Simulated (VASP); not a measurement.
# CaO (Fm-3m) in VASP: a series of runs, part 2 of 2

VASP 6.6.1. Earlier steps stand in the parts before.

## Step 5: Single point, r2SCAN

Input file POSCAR:

```
CaO
1.0
    0.0000000000      2.3975473881      2.3975473881
    2.3975473881      0.0000000000      2.3975473881
    2.3975473881      2.3975473881      0.0000000000
Ca O
1 1
Direct
    0.0000000000      0.0000000000      0.0000000000
    0.5000000000      0.5000000000      0.5000000000
```

Input file INCAR.step1:

```
PREC = Accurate ; ENCUT = 520
ISMEAR = 0 ; SIGMA = 0.01
LREAL = False ; LASPH = True
NELM = 60 ; NBANDS = 15
GGA = PE ; ALGO = Normal
EDIFF = 1E-4 ; LWAVE = True
LCHARG = False
```

Input file INCAR.step2:

```
PREC = Accurate ; ENCUT = 520
EDIFF = 1E-6 ; ISMEAR = 0
SIGMA = 0.01 ; LREAL = False
LASPH = True ; NELM = 60
ALGO = Normal ; ISIF = 2
LWAVE = False ; LCHARG = False
METAGGA = R2SCAN ; LMIXTAU = True
NBANDS = 15 ; ISTART = 1
```

Input file KPOINTS:

```
regular mesh
0
Gamma
  10 10 10
```

Potentials or basis: VASP PAW PBE potentials, release 64 (Ca_sv, O).

Command:

```
> cat potpaw_PBE.64/Ca_sv/POTCAR potpaw_PBE.64/O/POTCAR > POTCAR
> cp INCAR.step1 INCAR
> mpirun -np 1 vasp_std > vasp.out
> cp INCAR.step2 INCAR
> mpirun -np 1 vasp_std > vasp.out
```

OUTCAR:

```text
PREC = Accurate
   ENCUT = 520
   EDIFF = 1E-6
   ISMEAR = 0
   LREAL = False
   LASPH = True
   NELM = 60
   ISIF = 2
   METAGGA = R2SCAN
   ISTART = 1

 ion  position               nearest neighbor table
   1  0.000  0.000  0.000-   2 2.40   2 2.40   2 2.40   2 2.40   2 2.40   2 2.40
   2  0.500  0.500  0.500-   1 2.40   1 2.40   1 2.40   1 2.40   1 2.40   1 2.40

  LATTYP: Found a face centered cubic cell.
 ALAT       =     4.7950947762

  Lattice vectors:

 A1 = (   0.0000000000,   2.3975473881,   2.3975473881)
 A2 = (   2.3975473881,   0.0000000000,   2.3975473881)
 A3 = (   2.3975473881,   2.3975473881,   0.0000000000)

Analysis of symmetry for initial positions (statically):
=====================================================================
 Subroutine PRICEL returns:
 Original cell was already a primitive cell.

 Routine SETGRP: Setting up the symmetry group for a
 face centered cubic supercell.

 Subroutine GETGRP returns: Found 48 space group operations
 (whereof 48 operations were pure point group operations)
 out of a pool of 48 trial point group operations.

The static configuration has the point symmetry O_h .

Analysis of symmetry for dynamics (positions and initial velocities):
[... 178 lines left out ...]
     10       8.9256      0.00000
     11       8.9257      0.00000
     12       8.9257      0.00000
     13      10.5337      0.00000
     14      10.5337      0.00000
[... 401 lines left out ...]
      2     -17.5566      2.00000
      3     -17.0611      2.00000
      4     -17.0328      2.00000
      5     -13.8755      2.00000
      6       0.3844      2.00000
      7       1.5069      2.00000
      8       1.6028      2.00000
      9       6.9291      0.00000
     10      10.4916      0.00000
     11      11.6029      0.00000
     12      11.6617      0.00000
     13      11.8022      0.00000
     14      13.7655      0.00000
     15      18.8277      0.00000

 [... further k-points ...]

------------------------ aborting loop because EDIFF is reached ----------------------------------------

  FORCE on cell =-STRESS in cart. coord.  units (eV):
  Direction    XX          YY          ZZ          XY          YZ          ZX
  --------------------------------------------------------------------------------------
  -------------------------------------------------------------------------------------
  Total        0.1781427      0.1781427      0.1781427     -0.0000000      0.0000000     -0.0000000
  in kB       10.3549269     10.3549269     10.3549269     -0.0000000      0.0000000     -0.0000000
  external PRESSURE =      10.3549269 kB  Pullay stress =       0.0000000 kB

 VOLUME and BASIS-vectors are now :
 -----------------------------------------------------------------------------
  energy-cutoff  :      520.00
  volume of cell :       27.56
      direct lattice vectors                 reciprocal lattice vectors
     0.000000000  2.397547388  2.397547388    -0.208546451  0.208546451  0.208546451
     2.397547388  0.000000000  2.397547388     0.208546451 -0.208546451  0.208546451
     2.397547388  2.397547388  0.000000000     0.208546451  0.208546451 -0.208546451

 POSITION                                       TOTAL-FORCE (eV/Angst)
 -----------------------------------------------------------------------------------
      0.00000      0.00000      0.00000         0.000000     -0.000000      0.000000
      2.39755      2.39755      2.39755        -0.000000      0.000000     -0.000000
 -----------------------------------------------------------------------------------
    total drift:                                0.000000      0.000000      0.000000

  FREE ENERGIE OF THE ION-ELECTRON SYSTEM (eV)
  ---------------------------------------------------
  free  energy   TOTEN  =       -19.4530444316 eV

  energy  without entropy=      -19.4530444316  energy(sigma->0) =      -19.45304443
```

It took 86 s on 1 thread of Intel Xeon Platinum 8259CL at 2.50GHz (Skylake/Cascade Lake), shared host; peak memory 0.17 GiB.

Results:

```
Free energy            : -19.4530 eV
Pressure               : 1.0 GPa
Band gap on the k mesh : 4.19 eV (least direct gap 4.56 eV)
```

Caveat: the PAW data sets were made with another functional, which shifts forces and pressure a little.

## Step 6: Single point, HSE06

POSCAR is that of step 5.

Input file INCAR.step1:

```
PREC     = Accurate       # precision mode
ENCUT    = 520            # plane-wave cutoff, eV
EDIFF    = 1E-5           # SCF threshold, eV
ISMEAR   = 0              # smearing method
SIGMA    = 0.01           # smearing width, eV
LREAL    = False          # projectors in reciprocal space
LASPH    = True           # aspherical terms in the spheres
NELM     = 60             # most SCF steps
ALGO     = Normal         # electronic algorithm
ISIF     = 2              # what is computed and relaxed
LWAVE    = True           # write WAVECAR
LCHARG   = False          # write CHGCAR
NBANDS   = 15             # bands
GGA      = PE             # functional
```

Input file INCAR.step2:

```
PREC     = Accurate       # precision mode
ENCUT    = 520            # plane-wave cutoff, eV
EDIFF    = 1E-6           # SCF threshold, eV
ISMEAR   = 0              # smearing method
SIGMA    = 0.01           # smearing width, eV
LREAL    = False          # projectors in reciprocal space
LASPH    = True           # aspherical terms in the spheres
NELM     = 60             # most SCF steps
ALGO     = Normal         # electronic algorithm
ISIF     = 2              # what is computed and relaxed
LWAVE    = False          # write WAVECAR
LCHARG   = False          # write CHGCAR
GGA      = PE             # functional
LHFCALC  = True           # exact exchange
HFSCREEN = 0.2079         # screening, 1/A
PRECFOCK = Normal       
NBANDS   = 15             # bands
ISTART   = 1
```

Input file KPOINTS:

```
regular mesh
0
Gamma
  6 6 6
```

Potentials or basis: VASP PAW PBE potentials, release 64 (Ca_sv, O).

Command:

```
> cat potpaw_PBE.64/Ca_sv/POTCAR potpaw_PBE.64/O/POTCAR > POTCAR
> cp INCAR.step1 INCAR
> mpirun -np 1 vasp_std > vasp.out
> cp INCAR.step2 INCAR
> mpirun -np 1 vasp_std > vasp.out
```

Wall time 27 min (1 thread of Intel Xeon Platinum 8259CL at 2.50GHz (Skylake/Cascade Lake), shared host); peak memory 0.27 GiB.

It converged, with:

```
Free energy            : -14.8774 eV
Pressure               : 1.0 GPa
Band gap on the k mesh : 5.29 eV (least direct gap 5.72 eV)
```

Levels at points of the mesh, in eV from the valence-band top:
```csv
k point,band 5,band 6,band 7,band 8,band 9,band 10,band 11,band 12
"(0.00, 0.00, 0.00)",-17.05,0.00,0.00,0.00,6.28,8.21,8.21,8.21
"(0.50, 0.00, 0.00)",-15.61,-2.83,-1.28,-1.28,9.08,10.12,10.64,10.64
"(0.50, 0.50, 0.00)",-16.79,-1.44,-0.42,-0.42,5.29,10.20,11.18,11.99
```

Caveat: the PAW data sets were made with another functional, which shifts forces and pressure a little.

## Step 7: Single point, PBE0

POSCAR is that of step 6.

Input file INCAR.step1:

```
PREC = Accurate
ENCUT = 520
EDIFF = 1E-5
ISMEAR = 0
SIGMA = 0.01
LREAL = False
LASPH = True
NELM = 100
ALGO = Normal
ISIF = 2
LWAVE = True
NBANDS = 15
GGA = PE
```

Input file INCAR.step2:

```
PREC = Accurate
ENCUT = 520
EDIFF = 1E-7
ISMEAR = 0
SIGMA = 0.01
LREAL = False
LASPH = True
NELM = 100
ALGO = Normal
ISIF = 2
LWAVE = False
LCHARG = True
GGA = PE
LHFCALC = True
AEXX = 0.25
PRECFOCK = Normal
LELF = True
LVHAR = True
NBANDS = 15
ISTART = 1
```

KPOINTS is that of step 6.

Command:

```
> cat potpaw_PBE.64/Ca_sv/POTCAR potpaw_PBE.64/O/POTCAR > POTCAR
> cp INCAR.step1 INCAR
> mpirun -np 1 vasp_std > vasp.out
> cp INCAR.step2 INCAR
> mpirun -np 1 vasp_std > vasp.out
```

It took 34 min on 1 thread of Intel Xeon Platinum 8259CL at 2.50GHz (Skylake/Cascade Lake), shared host; peak memory 0.18 GiB.

The run converged. Its results:

| Item | Value |
| --- | --- |
| Free energy | -15.4602 eV |
| Pressure | 0.8 GPa |
| Band gap on the k mesh | 6.05 eV (least direct gap 6.48 eV) |

Levels at points of the mesh, in eV from the valence-band top:
| k point | band 4 | band 5 | band 6 | band 7 | band 8 | band 9 | band 10 | band 11 | band 12 | band 13 |
| --- | --- | --- | --- | --- | --- | --- | --- | --- | --- | --- |
| (0.00, 0.00, 0.00) | -19.47 | -17.08 | 0.00 | 0.00 | 0.00 | 7.02 | 8.98 | 8.98 | 8.98 | 10.63 |
| (0.50, 0.00, 0.00) | -19.52 | -15.63 | -2.87 | -1.29 | -1.29 | 9.86 | 10.87 | 11.43 | 11.43 | 13.71 |
| (0.50, 0.50, 0.00) | -19.72 | -16.81 | -1.46 | -0.43 | -0.43 | 6.05 | 10.98 | 11.97 | 12.78 | 12.78 |

Caveat: the PAW data sets were made with another functional, which shifts forces and pressure a little.

## Step 8: Summary

```csv
level,potentials or basis,k mesh,smearing,grid for exact exchange (PRECFOCK),share of exact exchange,screening parameter,gap on the mesh (eV),pressure (GPa)
PBE,"VASP PAW PBE potentials, release 64 (Ca_sv, O)",6 × 6 × 6,gaussian 0.01 eV,-,-,-,3.63,3.1
PBE,"VASP PAW PBE potentials, release 64 (Ca_sv, O)",10 × 10 × 10,fermi-dirac 0.02 eV,-,-,-,3.63,3.1
LDA,"VASP PAW LDA potentials, release 64 (Ca_sv, O)",10 × 10 × 10,gaussian 0.01 eV,-,-,-,3.46,-5.5
r2SCAN,"VASP PAW PBE potentials, release 64 (Ca_sv, O)",10 × 10 × 10,gaussian 0.01 eV,-,-,-,4.19,1.0
HSE06,"VASP PAW PBE potentials, release 64 (Ca_sv, O)",6 × 6 × 6,gaussian 0.01 eV,Normal,0.25,0.2079 1/Å,5.29,1.0
PBE0,"VASP PAW PBE potentials, release 64 (Ca_sv, O)",6 × 6 × 6,gaussian 0.01 eV,Normal,0.25,-,6.05,0.8
```

Alike in all rows: task single point; no spin polarisation; cell as given; cutoff (eV) 520.

Caveats: the PAW data sets were made with another functional, which shifts forces and pressure a little (at least some runs); the cell stands under pressure (at least some runs); the cell stands under tension (at least some runs).

Total energies depend on the potentials used, so only differences within one code and one set of settings carry meaning.
